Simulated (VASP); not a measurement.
The system is MgCd2Se3.

```xyz
6
Lattice="4.1330 0.0000 0.0000 -2.0665 3.5793 0.0000 0.0000 0.0000 10.1238" Properties=species:S:1:pos:R:3 pbc="T T T"
Mg    2.0665    1.1931    3.3746
Cd    0.0000    0.0000    0.0000
Cd    0.0000    2.3862    6.7492
Se    0.0000    2.3862    9.2801
Se    2.0665    1.1931    5.9055
Se    0.0000    0.0000    2.5309
```

| Property | Result |
| --- | --- |
| Program | VASP 6.6.1 |
| Task | relaxation of cell and atoms |
| Functional | PBE |
| Potentials or basis | VASP PAW PBE potentials, release 64 (Mg, Cd, Se) |
| Cutoff | 600 eV |
| k mesh | 6 × 6 × 2 |
| Occupations | gaussian, width 0.1 eV |
| Spin | no spin polarisation |

At the start: pressure 9.5 GPa; volume 24.96 Å³/atom.

**Question.** How do energy, volume and symmetry change on relaxing?

**Answer.** Over 9 steps the energy falls by 110.3 meV/atom and the volume is 28.84 Å³/atom (+15.6 %); space group P3m1 (No. 156, to 0.05 Å).

The path:
```csv
step,energy change (eV),largest force (eV/Å),pressure (GPa),volume (Å³)
1,0.0000,0.7947,9.48,149.76
2,-0.5677,0.1404,-2.32,184.13
3,-0.6434,0.2508,-0.03,173.83
4,-0.6434,0.2434,-0.16,174.33
5,-0.6496,0.1792,-0.13,174.12
6,-0.6590,0.1384,-0.03,173.48
7,-0.6593,0.1394,-0.01,173.36
8,-0.6618,0.0620,0.03,173.15
9,-0.6620,0.0264,0.05,173.06
```

Final structure:
```
CELL_PARAMETERS angstrom
4.33894 0.00000 0.00000
-2.16947 3.75764 0.00000
0.00000 0.00000 10.61455
ATOMIC_POSITIONS crystal
Mg 0.66667 0.33333 0.33097
Cd 0.00000 0.00000 0.00450
Cd 0.33333 0.66667 0.66390
Se 0.33333 0.66667 0.91671
Se 0.66667 0.33333 0.57579
Se 0.00000 0.00000 0.25813
```

Caveat: the volume moved by over 15 % at a fixed basis, so the end points are rough.
